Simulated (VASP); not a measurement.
# Os (P6_3/mmc) in VASP: a series of runs, part 2 of 2

VASP 6.6.1.

## 3. Vibrations by perturbation theory, PBE

INCAR reads:

```
  ALGO = Normal
  EDIFF = 1E-8
  ENCUT = 520
  GGA = PE
  IBRION = 8
  ISIF = 2
  ISMEAR = -1
  LASPH = True
  LCHARG = False
  LREAL = False
  LWAVE = False
  NELM = 80
  NSW = 1
  PREC = Accurate
  SIGMA = 0.15
```

KPOINTS reads:

```
k-points
0
Gamma
  18 18 10
```

POSCAR reads:

```
Os
1.0
    2.7545062634      0.0000000000      0.0000000000
   -1.3772531317      2.3854723990      0.0000000000
    0.0000000000      0.0000000000      4.3494171523
Os
2
Direct
    0.3333333333      0.6666666667      0.2500000000
    0.6666666667      0.3333333333      0.7500000000
```

Potentials or basis: VASP PAW PBE potentials, release 64 (Os).

The run is started by

```sh
> cat potpaw_PBE.64/Os/POTCAR > POTCAR
> mpirun -np 1 vasp_std > vasp.out
```

OUTCAR:

```text
EDIFF = 1E-8
   ENCUT = 520
   GGA = PE
   IBRION = 8
   ISIF = 2
   ISMEAR = -1
   LASPH = True
   LREAL = False
   NELM = 80
   NSW = 1
   PREC = Accurate

 ion  position               nearest neighbor table
   1  0.333  0.667  0.250-   2 2.69   2 2.69   2 2.69   2 2.69   2 2.69   2 2.69
   2  0.667  0.333  0.750-   1 2.69   1 2.69   1 2.69   1 2.69   1 2.69   1 2.69

  LATTYP: Found a hexagonal cell.
 ALAT       =     2.7545062634
 C/A-ratio  =     1.5790187919

  Lattice vectors:

 A1 = (   2.7545062634,   0.0000000000,   0.0000000000)
 A2 = (  -1.3772531317,   2.3854723990,   0.0000000000)
 A3 = (   0.0000000000,   0.0000000000,   4.3494171523)

Analysis of symmetry for initial positions (statically):
=====================================================================
 Subroutine PRICEL returns:
 Original cell was already a primitive cell.

 Routine SETGRP: Setting up the symmetry group for a
 hexagonal supercell.

 Subroutine GETGRP returns: Found 24 space group operations
 (whereof 12 operations were pure point group operations)
 out of a pool of 24 trial point group operations.

The static configuration has the point symmetry D_3d.
 The point group associated with its full space group is D_6h.

Analysis of symmetry for dynamics (positions and initial velocities):
=====================================================================
 Subroutine PRICEL returns:
 Original cell was already a primitive cell.

 Routine SETGRP: Setting up the symmetry group for a
 hexagonal supercell.

 Subroutine GETGRP returns: Found 24 space group operations
 (whereof 12 operations were pure point group operations)
 out of a pool of 24 trial point group operations.

The dynamic configuration has the point symmetry D_3d.
 The point group associated with its full space group is D_6h.

 Subroutine INISYM returns: Found 24 space group operations
 (whereof 12 operations are pure point group operations),
 and found     1 'primitive' translations

----------------------------------------------------------------------------------------

                                     Primitive cell

  volume of cell :      28.5791

  direct lattice vectors                    reciprocal lattice vectors
     2.754506263  0.000000000  0.000000000     0.363041469  0.209602090  0.000000000
    -1.377253132  2.385472399  0.000000000     0.000000000  0.419204180  0.000000000
     0.000000000  0.000000000  4.349417152     0.000000000  0.000000000  0.229915863

  length of vectors
     2.754506263  2.754506263  4.349417152     0.419204180  0.419204180  0.229915863

  position of ions in fractional coordinates (direct lattice)
     0.333333333  0.666666667  0.250000000
     0.666666667  0.333333333  0.750000000

[... 482 lines left out ...]
      4       5.6407      2.00000
      5       5.7043      2.00000
      6       6.5960      2.00000
      7       7.2814      1.99999
      8      10.6789      0.00008
      9      11.0927      0.00001
     10      11.5644      0.00000
     11      12.9276      0.00000
     12      15.8934      0.00000

 [... further k-points ...]

------------------------ aborting loop because EDIFF is reached ----------------------------------------

  FORCE on cell =-STRESS in cart. coord.  units (eV):
  Direction    XX          YY          ZZ          XY          YZ          ZX
  --------------------------------------------------------------------------------------
  -------------------------------------------------------------------------------------
  Total       -0.0211899     -0.0211899     -0.0426053     -0.0000000      0.0000000      0.0000000
  in kB       -1.1879299     -1.1879299     -2.3884966     -0.0000000      0.0000000      0.0000000
  external PRESSURE =      -1.5881188 kB  Pullay stress =       0.0000000 kB

 VOLUME and BASIS-vectors are now :
 -----------------------------------------------------------------------------
  energy-cutoff  :      520.00
  volume of cell :       28.58
      direct lattice vectors                 reciprocal lattice vectors
     2.754506263  0.000000000  0.000000000     0.363041469  0.209602090  0.000000000
    -1.377253132  2.385472399  0.000000000     0.000000000  0.419204180  0.000000000
     0.000000000  0.000000000  4.349417152     0.000000000  0.000000000  0.229915863

 POSITION                                       TOTAL-FORCE (eV/Angst)
 -----------------------------------------------------------------------------------
     -0.00000      1.59031      1.08735         0.000000      0.000000      0.000000
      1.37725      0.79516      3.26206         0.000000      0.000000      0.000000
 -----------------------------------------------------------------------------------
    total drift:                               -0.000000      0.000000     -0.000000

  FREE ENERGIE OF THE ION-ELECTRON SYSTEM (eV)
  ---------------------------------------------------
  free  energy   TOTEN  =       -22.5451094009 eV

  energy  without entropy=      -22.4498719805  energy(sigma->0) =      -22.49749069

[... ionic steps 2 to 3 ...]

--------------------------------------- Ionic step        4  -------------------------------------------

------------------------ aborting loop because EDIFF is reached ----------------------------------------

[... ionic steps 5 to 5 ...]

--------------------------------------- Ionic step        6  -------------------------------------------

 Free energy of the ion-electron system (eV)
  ---------------------------------------------------
  ---------------------------------------------------
  free energy    TOTEN  =        -0.23720103 eV

  energy without entropy =       -0.23720103

------------------------ aborting loop because EDIFF is reached ----------------------------------------

 INTERNAL STRAIN TENSOR  FOR ION    1  DIRECTION 3   (eV/Angst):
 -----------------------------------------------------------------------------
    -0.05981 -0.00000  0.00000
     0.00000 -0.05981 -0.00000
     0.00000  0.00000  0.12401

 INTERNAL STRAIN TENSOR FOR ION    2 for displacements in x,y,z  (eV/Angst):
          X           Y           Z          XY          YZ          ZX
  --------------------------------------------------------------------------------
  x     0.00000     0.00000     0.00000     2.09726     0.00000     0.00000
  y     2.09726    -2.09726    -0.00000     0.00000     0.00000     0.00000
  z    -0.00000    -0.00000     0.00000     0.00000     0.00000     0.00000

 SECOND DERIVATIVES (NOT SYMMETRIZED)
 ------------------------------------
               1X          1Y          1Z          2X          2Y          2Z
  1X    -9.033246    0.000000    0.000000    9.033246    0.000000    0.000000
  1Y     0.000000   -9.033246    0.000000    0.000000    9.033246    0.000000
  1Z     0.000000    0.000000  -15.345986    0.000000    0.000000   15.345986
  2X     9.033246    0.000000    0.000000   -9.033246    0.000000    0.000000
  2Y     0.000000    9.033246    0.000000    0.000000   -9.033246    0.000000
  2Z     0.000000    0.000000   15.345986    0.000000    0.000000  -15.345986

 Eigenvectors and eigenvalues of the dynamical matrix
 ----------------------------------------------------

   1 f  =    6.279974 THz    39.458243 2PiTHz  209.477396 cm-1    25.971875 meV
             X         Y         Z           dx          dy          dz
     -0.000000  1.590315  1.087354     0.000000    0.000000    0.707107
      1.377253  0.795157  3.262063     0.000000    0.000000   -0.707107
[... 16 lines left out ...]
   5 f  =    0.000000 THz     0.000000 2PiTHz    0.000000 cm-1     0.000000 meV
             X         Y         Z           dx          dy          dz
     -0.000000  1.590315  1.087354     0.701779    0.060335    0.062179
      1.377253  0.795157  3.262063     0.701779    0.060335    0.062179

   6 f/i=    0.000000 THz     0.000000 2PiTHz    0.000002 cm-1     0.000000 meV
             X         Y         Z           dx          dy          dz
     -0.000000  1.590315  1.087354    -0.030951   -0.299398    0.639846
      1.377253  0.795157  3.262063    -0.030951   -0.299398    0.639846

--------------------------------------------------------------------------------------------------------

 ELASTIC MODULI CONTR FROM IONIC RELAXATION (kBar)
 Direction    XX          YY          ZZ          XY          YZ          ZX
 --------------------------------------------------------------------------------
 XX         -27.2974     27.2974      0.0000     -0.0000      0.0000      0.0000
 YY          27.2974    -27.2974     -0.0000      0.0000      0.0000      0.0000
 ZZ           0.0000     -0.0000     -0.0000      0.0000      0.0000      0.0000
 XY          -0.0000      0.0000      0.0000    -27.2974      0.0000      0.0000
 YZ           0.0000      0.0000      0.0000      0.0000      0.0000      0.0000
 ZX           0.0000      0.0000      0.0000      0.0000      0.0000      0.0000
 --------------------------------------------------------------------------------
```

OSZICAR:

```text
N       E                     dE             d eps       ncg     rms          rms(c)
DAV:   1     0.105412015558E+03    0.10541E+03   -0.76558E+03  5328   0.128E+03
DAV:   2    -0.163123513650E+02   -0.12172E+03   -0.10991E+03  5644   0.398E+02
DAV:   3    -0.237806216997E+02   -0.74683E+01   -0.68892E+01  6568   0.803E+01
DAV:   4    -0.239759619523E+02   -0.19534E+00   -0.19284E+00  5620   0.135E+01
[... 45 lines left out ...]
RMM:  10    -0.237201024888E+00   -0.31645E-07   -0.23859E-10 11570   0.145E-04    0.582E-06
RMM:  11    -0.237201048116E+00   -0.23227E-07   -0.24830E-08 12784   0.446E-05    0.411E-06
RMM:  12    -0.237201030210E+00    0.17906E-07    0.43678E-09 11604   0.194E-05    0.879E-07
RMM:  13    -0.237201029762E+00    0.44855E-09    0.30712E-09 10949   0.451E-06    0.385E-07
 Linear response finished
```

stdout:

```text
POSCAR found type information on POSCAR Os
 POSCAR found :  1 types and       2 ions
 scaLAPACK will be used
 LDA part: xc-table for (Slater+PW92), standard interpolation
 POSCAR, INCAR and KPOINTS ok, starting setup
 FFT: planning ... GRIDC
 FFT: planning ... GRID_SOFT
 FFT: planning ... GRID
 WAVECAR not read
 entering main loop
 Linear response reoptimize wavefunctions to high precision
 Linear response DOF=           2
 Linear response progress:
 first order change of Fermi-energy  -0.12962E-04
 force on displaced ion       1 direction 1 :  -9.033   0.001   0.000
 Linear response progress:
 first order change of Fermi-energy   0.12356E-03
 force on displaced ion       1 direction 3 :  -0.000  -0.000 -15.346
 Linear response finished
```

Run time: 6.8 min. Hardware: 1 thread of Intel Xeon 6975P-C, shared host; peak memory 0.72 GiB.

Results:

```
Highest phonon frequency at Γ : 209 cm⁻¹
```

Phonon frequencies in cm⁻¹ (negative: imaginary):
```csv
q point,frequencies
"(0.000, 0.000, 0.000)",0 0 0 161 161 209
```

Caveat: spin-orbit coupling is left out, which moves the levels of the heavy elements.
